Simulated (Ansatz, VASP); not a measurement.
## Be2ZnN2 in VASP and in Ansatz

```xyz
5
Lattice="-1.3671 1.3671 5.7318 1.3671 -1.3671 5.7318 1.3671 1.3671 -5.7318" Properties=species:S:1:pos:R:3 pbc="T T T"
Be    0.0000    0.0000    3.5542
Be    0.0000    0.0000    7.9094
Zn    0.0000    0.0000    0.0000
N     0.0000    0.0000    1.8417
N     0.0000    0.0000    9.6219
```

Alike in both runs: functional PBE; k mesh 10 × 10 × 10; occupations gaussian, width 0.1 eV; no spin polarisation.

Ansatz relaxed the structure, and its values are those at the end. VASP's run is a single point on that final structure, the one shown.

|  | VASP | Ansatz |
| --- | --- | --- |
| version | VASP 6.6.1 | Ansatz 0.2.0 |
| potentials or method | VASP PAW PBE potentials, release 64 (Be, Zn, N), cutoff 520 eV | scalar-relativistic, plane waves, PAW |
| valence electrons in the cell | 26 | 26 |

|  | VASP | Ansatz | Ansatz less VASP |
| --- | --- | --- | --- |
| gap on the k mesh at the Fermi level (eV) | none | none | - |
| pressure (GPa) | 0.9 | 0.2 | -0.72 |
| rms of the force components (eV/Å) | 0.035 | 0.001 | -0.0341 |

A gap of «none» marks a metal or a gap that the smearing closes.
